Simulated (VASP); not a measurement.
# Ti3Al (Pm-3m) in VASP: further runs, part 2 of 2

VASP 6.6.1. The steps go on from the part before.

## 6. Single point, PBE

This run uses another cell than the first one: it holds 8 atoms, not 4.

INCAR reads:

```
SYSTEM = Ti3Al
PREC     = Accurate       ! precision mode
ENCUT    = 520            ! plane-wave cutoff, eV
EDIFF    = 1E-6           ! SCF threshold, eV
ISMEAR   = 0              ! smearing method
SIGMA    = 0.2            ! smearing width, eV
LREAL    = .FALSE.        ! projectors in reciprocal space
LASPH    = .TRUE.         ! aspherical terms in the spheres
NELM     = 100            ! most SCF steps
ALGO     = Fast           ! electronic algorithm
ISIF     = 2              ! what is computed and relaxed
LWAVE    = .FALSE.        ! write WAVECAR
LCHARG   = .FALSE.        ! write CHGCAR
GGA      = PE             ! functional
NBANDS   = 49             ! bands
```

KPOINTS reads:

```
regular mesh
0
G
  6 6 4
  0 0 0
```

POSCAR reads:

```
Ti3Al
1.0
    4.0510427150      0.0000000000      0.0000000000
    0.0000000000      4.0510427150      0.0000000000
    0.0000000000      0.0000000000      8.1020854300
Ti Al
6 2
Direct
    0.0000000000      0.5000000000      0.5000000000
    0.0000000000      0.5000000000      1.0000000000
    0.0000000000      0.0000000000      0.2500000000
    0.0000000000      0.0000000000      0.7500000000
    0.5000000000      1.0000000000      0.5000000000
    0.5000000000      0.0000000000      0.0000000000
    0.5000000000      0.5000000000      0.2500000000
    0.5000000000      0.5000000000      0.7500000000
```

Potentials or basis: VASP PAW PBE potentials, release 64 (Ti_sv, Al).

Launch:

```
$ cat potpaw_PBE.64/Ti_sv/POTCAR potpaw_PBE.64/Al/POTCAR > POTCAR
$ mpirun -np 1 vasp_std > vasp.out
```

OUTCAR:

```text
SYSTEM = Ti3Al
   PREC = Accurate
   ENCUT = 520
   EDIFF = 1E-6
   ISMEAR = 0
   LREAL = .FALSE.
   LASPH = .TRUE.
   NELM = 100
   ISIF = 2
   GGA = PE

 ion  position               nearest neighbor table
   1  0.000  0.500  0.500-   3 2.86   4 2.86   5 2.86   7 2.86   8 2.86   3 2.86   4 2.86   5 2.86
                             5 2.86   7 2.86   8 2.86   5 2.86
   2  0.000  0.500  0.000-   3 2.86   4 2.86   6 2.86   7 2.86   8 2.86   3 2.86   4 2.86   6 2.86
                             6 2.86   7 2.86   8 2.86   6 2.86
   3  0.000  0.000  0.250-   1 2.86   2 2.86   5 2.86   6 2.86   7 2.86   1 2.86   2 2.86   7 2.86
                             5 2.86   6 2.86   7 2.86   7 2.86
   4  0.000  0.000  0.750-   1 2.86   2 2.86   5 2.86   6 2.86   8 2.86   1 2.86   2 2.86   8 2.86
                             5 2.86   6 2.86   8 2.86   8 2.86
   5  0.500  0.000  0.500-   1 2.86   3 2.86   4 2.86   7 2.86   8 2.86   1 2.86   7 2.86   8 2.86
                             1 2.86   3 2.86   4 2.86   1 2.86
   6  0.500  0.000  0.000-   2 2.86   3 2.86   4 2.86   7 2.86   8 2.86   2 2.86   7 2.86   8 2.86
                             2 2.86   3 2.86   4 2.86   2 2.86
   7  0.500  0.500  0.250-   1 2.86   2 2.86   3 2.86   5 2.86   6 2.86   3 2.86   5 2.86   6 2.86
                             1 2.86   2 2.86   3 2.86   3 2.86
   8  0.500  0.500  0.750-   1 2.86   2 2.86   4 2.86   5 2.86   6 2.86   4 2.86   5 2.86   6 2.86
                             1 2.86   2 2.86   4 2.86   4 2.86

  LATTYP: Found a simple tetragonal cell.
 ALAT       =     4.0510427150
 C/A-ratio  =     2.0000000000

  Lattice vectors:

 A1 = (   4.0510427150,   0.0000000000,   0.0000000000)
 A2 = (   0.0000000000,   4.0510427150,   0.0000000000)
 A3 = (   0.0000000000,   0.0000000000,   8.1020854300)

Analysis of symmetry for initial positions (statically):
=====================================================================
 Subroutine PRICEL returns following result:

  LATTYP: Found a simple cubic cell.
 ALAT       =     4.0510427150

  Lattice vectors:
[... 167 lines left out ...]
   GGA     = PE    functional components
   LHFCALC =     F    Hartree Fock is set to
   AEXX    =    0.0000 exact exchange contribution
   IVDW    =     0    specifies the selected vdW correction
   LEPSILON=     F    determine dielectric tensor
   LRPA    =     F    only Hartree local field effects (RPA)
 non-spin polarized calculation
 RMM-DIIS sequential band-by-band and
 Gauss-broadening in eV      SIGMA  =   0.20
  energy-cutoff  :      520.00
  volume of cell :      132.96
 maximum number of plane-waves:      3609
   NGX = 15   NGY = 15   NGZ = 31

 number of electron      78.0000004 magnetization

 Free energy of the ion-electron system (eV)
  ---------------------------------------------------
  ext. energy  EPLUGINS =         0.00000000
  ---------------------------------------------------
  free energy    TOTEN  =       -56.67428682 eV

  energy without entropy =      -56.50813972  energy(sigma->0) =      -56.59121327

 E-fermi :   8.3678     XC(G=0): -11.3189

 val. band max:        8.3403184205   @ k =   0.3333   0.3333   0.0000
 cond. band min:       8.3802713966   @ k =   0.3333   0.3333   0.2500
 fundamental gap:      0.0399529760
 Fermi energy:         8.3677602851

 k-point     1 :       0.0000    0.0000    0.0000
  band No.  band energies     occupation
      1     -48.2847      2.00000
      2     -48.2349      2.00000
      3     -48.1909      2.00000
      4     -48.1413      2.00000
      5     -48.1386      2.00000
      6     -48.1382      2.00000
[... 1237 lines left out ...]
     48       9.6504      0.00000
     49      10.6754      0.00000

 [... further k-points ...]

------------------------ aborting loop because EDIFF is reached ----------------------------------------

  FORCE on cell =-STRESS in cart. coord.  units (eV):
  Direction    XX          YY          ZZ          XY          YZ          ZX
  --------------------------------------------------------------------------------------
  -------------------------------------------------------------------------------------
  Total       -0.0119760     -0.0119760     -0.0015951      0.0000000      0.0000000      0.0000000
  in kB       -0.1443090     -0.1443090     -0.0192204      0.0000000      0.0000000      0.0000000
  external PRESSURE =      -0.1026128 kB  Pullay stress =       0.0000000 kB

 VOLUME and BASIS-vectors are now :
 -----------------------------------------------------------------------------
  energy-cutoff  :      520.00
  volume of cell :      132.96
      direct lattice vectors                 reciprocal lattice vectors
     4.051042715  0.000000000  0.000000000     0.246850026  0.000000000  0.000000000
     0.000000000  4.051042715  0.000000000     0.000000000  0.246850026  0.000000000
     0.000000000  0.000000000  8.102085430     0.000000000  0.000000000  0.123425013

 POSITION                                       TOTAL-FORCE (eV/Angst)
 -----------------------------------------------------------------------------------
      0.00000      2.02552      4.05104         0.000000     -0.000000      0.000000
      0.00000      2.02552      0.00000         0.000000     -0.000000      0.000000
      0.00000      0.00000      2.02552         0.000000     -0.000000      0.000000
      0.00000      0.00000      6.07656         0.000000     -0.000000      0.000000
      2.02552      0.00000      4.05104        -0.000000     -0.000000      0.000000
      2.02552      0.00000      0.00000        -0.000000     -0.000000      0.000000
      2.02552      2.02552      2.02552         0.000000      0.000000     -0.000000
      2.02552      2.02552      6.07656        -0.000000      0.000000     -0.000000
 -----------------------------------------------------------------------------------
    total drift:                                0.000000     -0.000000      0.000000

  FREE ENERGIE OF THE ION-ELECTRON SYSTEM (eV)
  ---------------------------------------------------
  free  energy   TOTEN  =       -56.6742868167 eV

  energy  without entropy=      -56.5081397156  energy(sigma->0) =      -56.59121327
```

stdout:

```text
POSCAR found type information on POSCAR TiAl
 POSCAR found :  2 types and       8 ions
 scaLAPACK will be used
 LDA part: xc-table for (Slater+PW92), standard interpolation
 POSCAR, INCAR and KPOINTS ok, starting setup
 FFT: planning ... GRIDC
 FFT: planning ... GRID_SOFT
 FFT: planning ... GRID
 WAVECAR not read
 entering main loop
WARNING in EDDRMM: call to ZHEGV failed, returncode =   6  3     19
WARNING in EDDRMM: call to ZHEGV failed, returncode =   6  3     29
WARNING in EDDRMM: call to ZHEGV failed, returncode =   6  3     28
WARNING in EDDRMM: call to ZHEGV failed, returncode =   8  4     19
WARNING in EDDRMM: call to ZHEGV failed, returncode =   6  3     29
WARNING in EDDRMM: call to ZHEGV failed, returncode =   8  4     20
WARNING in EDDRMM: call to ZHEGV failed, returncode =   8  4     13
WARNING in EDDRMM: call to ZHEGV failed, returncode =   6  3     29
WARNING in EDDRMM: call to ZHEGV failed, returncode =   8  4     23
WARNING in EDDRMM: call to ZHEGV failed, returncode =   6  3     23
WARNING in EDDRMM: call to ZHEGV failed, returncode =   8  4     24
```

Run time: 4.6 min. Hardware: 1 thread of Intel Xeon 6975P-C (Granite Rapids), shared host; peak memory 0.3 GiB.

Results:

```yaml
Free_energy: -56.6743 eV
Pressure: 0.0 GPa
Band_gap_on_the_k_mesh: zero (band 39 reaches 8.82 eV, above the bottom of band 40 at 8.23 eV)
```

Levels at points of the mesh, in eV from the Fermi level:
```
           k point  band 37  band 38  band 39  band 40  band 41  band 42
(0.00, 0.00, 0.00)    -0.63    -0.47     0.45     0.45     0.89     0.94
(0.50, 0.00, 0.00)    -0.33    -0.16    -0.16     0.45     0.45     0.61
(0.50, 0.50, 0.00)    -0.33    -0.16    -0.16     0.61     0.61     0.71
(0.00, 0.00, 0.50)    -0.97    -0.97     0.44     0.44     0.44     0.44
(0.50, 0.00, 0.50)    -0.19    -0.19    -0.12    -0.12     0.51     0.51
(0.50, 0.50, 0.50)    -0.65    -0.65     0.07     0.07     0.67     0.67
```

## 7. Single point, r2SCAN

POSCAR reads:

```
Ti3Al
1.0
    4.0510427150      0.0000000000      0.0000000000
    0.0000000000      4.0510427150      0.0000000000
    0.0000000000      0.0000000000      4.0510427150
Ti Al
3 1
Direct
    0.0000000000      0.5000000000      0.0000000000
    0.0000000000      0.0000000000      0.5000000000
    0.5000000000      0.0000000000      0.0000000000
    0.5000000000      0.5000000000      0.5000000000
```

INCAR.step1 reads:

```
PREC = Accurate
ENCUT = 520
ISMEAR = 0
SIGMA = 0.1
LREAL = False
LASPH = True
NELM = 100
NBANDS = 28
GGA = PE
ALGO = Normal
EDIFF = 1E-4
LWAVE = True
LCHARG = False
```

INCAR.step2 reads:

```
PREC = Accurate
ENCUT = 520
EDIFF = 1E-6
ISMEAR = 0
SIGMA = 0.1
LREAL = False
LASPH = True
NELM = 100
ALGO = Normal
ISIF = 2
LWAVE = False
LCHARG = True
METAGGA = R2SCAN
LMIXTAU = True
LELF = True
LVHAR = True
NBANDS = 28
ISTART = 1
```

KPOINTS reads:

```
regular mesh
0
Gamma
  12 12 12
```

Launch:

```
$ cat potpaw_PBE.64/Ti_sv/POTCAR potpaw_PBE.64/Al/POTCAR > POTCAR
$ cp INCAR.step1 INCAR
$ mpirun -np 1 vasp_std > vasp.out
$ cp INCAR.step2 INCAR
$ mpirun -np 1 vasp_std > vasp.out
```

Wall time 3.8 min (1 thread of Intel Xeon 6975P-C (Granite Rapids), shared host); peak memory 0.25 GiB.

Results (log left out):

* Free energy: -46.7069 eV
* Pressure: -0.6 GPa

Levels at points of the mesh, in eV from the Fermi level:
| k point | band 16 | band 17 | band 18 | band 19 | band 20 | band 21 | band 22 | band 23 |
| --- | --- | --- | --- | --- | --- | --- | --- | --- |
| (0.00, 0.00, 0.00) | -1.86 | -1.25 | -1.25 | -1.25 | 0.87 | 0.87 | 0.87 | 1.89 |
| (0.50, 0.00, 0.00) | -1.43 | -1.43 | -0.64 | -0.47 | 0.45 | 0.45 | 1.00 | 1.18 |
| (0.50, 0.50, 0.00) | -1.72 | -1.65 | -0.36 | -0.08 | -0.08 | 0.64 | 0.64 | 1.65 |
| (0.50, 0.50, 0.50) | -2.13 | -1.53 | -1.53 | -1.53 | 0.72 | 0.88 | 0.88 | 0.88 |

Caveat: the PAW data sets were made with another functional, which shifts forces and pressure a little.

## 8. The runs side by side

| level | potentials or basis | spin | cell | k mesh | smearing | gap on the mesh (eV) | pressure (GPa) |
| --- | --- | --- | --- | --- | --- | --- | --- |
| PBE | VASP PAW PBE potentials, release 64 (Ti_sv, Al) | collinear, ferromagnetic start | a = 4.050 Å, 4 atoms | 4 × 4 × 4 | gaussian 0.1 eV | none | -0.1 |
| PBE | VASP PAW PBE potentials, release 64 (Ti_sv, Al) | off | a = 4.051 Å, 4 atoms | 12 × 12 × 12 | gaussian 0.1 eV | none | -0.1 |
| LDA | VASP PAW LDA potentials, release 64 (Ti_sv, Al) | off | a = 4.051 Å, 4 atoms | 12 × 12 × 12 | gaussian 0.1 eV | none | -7.8 |
| PBE | VASP PAW PBE potentials, release 64 (Ti_sv, Al) | off | a = 4.051, b = 4.051, c = 8.102 Å, 8 atoms | 6 × 6 × 4 | gaussian 0.2 eV | none | 0.0 |
| r2SCAN | VASP PAW PBE potentials, release 64 (Ti_sv, Al) | off | a = 4.051 Å, 4 atoms | 12 × 12 × 12 | gaussian 0.1 eV | none | -0.6 |

Alike in all rows: task single point; cutoff (eV) 520.

Caveats: some runs use coarse meshes; the PAW data sets were made with another functional, which shifts forces and pressure a little (some runs).

Total energies depend on the potentials used, so only differences within one code and one set of settings carry meaning.
